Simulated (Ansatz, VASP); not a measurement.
# One calculation of TiO2, two programs

Contents of INCAR:

```
  PREC = Accurate
  ENCUT = 1340
  EDIFF = 1E-6
  ISMEAR = 0
  SIGMA = 0.05
  LREAL = False
  LASPH = True
  NELM = 200
  ALGO = Normal
  ISIF = 2
  LWAVE = False
  LCHARG = True
  LMAXMIX = 4
  LDAU = True
  LDAUTYPE = 2
  LDAUL = 2 -1
  LDAUU = 4 0
  LDAUJ = 0 0
  LDAUPRINT = 1
  GGA = PE
  IVDW = 12
  LELF = True
  LVHAR = True
  NBANDS = 19
  GGA_COMPAT = False
```

KPOINTS

```
Automatic mesh
0
Gamma
  9 9 9
```

The input POSCAR:

```
TiO2
1.0
    1.5040433916      0.8683598570      4.8951988906
   -1.5040433916      0.8683598570      4.8951988906
    0.0000000000     -1.7367197141      4.8951988906
Ti O
1 2
Direct
    0.0000000000      0.0000000000      0.0000000000
    0.6017580785      0.6017580785      0.6017580785
    0.3982419215      0.3982419215      0.3982419215
```

Input for Ansatz:

```yaml
crystal:
  lattice:
    - [1.5040433916, 0.868359857, 4.8951988906]
    - [-1.5040433916, 0.868359857, 4.8951988906]
    - [0.0, -1.7367197141, 4.8951988906]
  atoms:
    - { symbol: Ti, position: [0.0, 0.0, 0.0] }
    - { symbol: O, position: [0.6017580785, 0.6017580785, 0.6017580785] }
    - { symbol: O, position: [0.3982419215, 0.3982419215, 0.3982419215] }
basis:
  ecutwfc: 520.0
kpoints:
  mp_grid: { grid: [9, 9, 9] }
hamiltonian:
  xc: pbe
  pseudopotentials: { kind: paw, azcp: { folder: soft_1 } }
  dispersion: d3bj
  hubbard: { sites: [{ species: Ti, l: d, u_eff: 4.0 }] }
scf:
  occupations: { method: gaussian, width: 0.05 }
output:
  forces: true
  stress: true
  eigenvalues: true
```

Alike in both runs: task single point; functional PBE; dispersion D3(BJ); k mesh 9 × 9 × 9; occupations gaussian, width 0.05 eV; no spin polarisation; Hubbard terms Ti d U = 4.0 eV.

|  | VASP | Ansatz |
| --- | --- | --- |
| version | VASP 6.6.1 | Ansatz 0.2.0 |
| potentials or method | VASP PAW PBE potentials, release 64 (Ti_sv, O_h), cutoff 1340 eV | scalar-relativistic, plane waves, PAW |
| valence electrons in the cell | 24 | 24 |

Ansatz gave:

```
gap on the k mesh at the Fermi level (eV)                     : 2.93
least direct gap on the mesh (eV)                             : 3.22
pressure (GPa)                                                : 0.0
traceless stress, the component that is largest in VASP (GPa) : -0.04
rms of the force components (eV/Å)                            : 0.002
```

**Question.** Estimate VASP's values.

**Answer.** gap on the k mesh at the Fermi level (eV): 3.03; least direct gap on the mesh (eV): 3.33; pressure (GPa): 3.3; traceless stress, the component that is largest in VASP (GPa): -0.45; rms of the force components (eV/Å): 0.186.

The programs project onto different local orbitals, so the same U acts differently, and such runs can settle in different states. Atom by atom the forces differ by 0.184 eV/Å (rms over components).
